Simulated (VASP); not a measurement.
NaCl, 10 atoms in the cell. The cell holds a disordered packing, 10 atoms: a = 3.830 Å, b = 7.422 Å, c = 8.553 Å, α = 95.07°, β = 89.76°, γ = 88.95°. 

- Program: VASP 6.6.1
- Task: single point
- Functional: PBE
- Potentials or basis: VASP PAW PBE potentials, release 64 (Na_pv, Cl)
- Cutoff: 520 eV
- k mesh: 2 × 1 × 1, shifted
- Occupations: gaussian, width 0.1 eV
- Spin: no spin polarisation
- Dipole correction: no
- Further INCAR settings: ALGO = Normal; EDIFF = 1e-06; NBANDS = 46; ISYM = 0

Potentials or basis: VASP PAW PBE potentials, release 64 (Na_pv, Cl).

The run is started by

```console
$ cat potpaw_PBE.64/Na_pv/POTCAR potpaw_PBE.64/Cl/POTCAR > POTCAR
$ mpirun -np 1 vasp_std > vasp.out
```

Hardware: 1 thread of Intel(R) Xeon(R) 6975P-C (Granite Rapids), with other jobs on the host.

**Question.** How long does it take, and how much memory?

**Answer.** Wall time 9 s on 1 thread of Intel(R) Xeon(R) 6975P-C (Granite Rapids), with other jobs on the host, peak memory 0.28 GiB. Counts: scf iterations 15, k points 1.
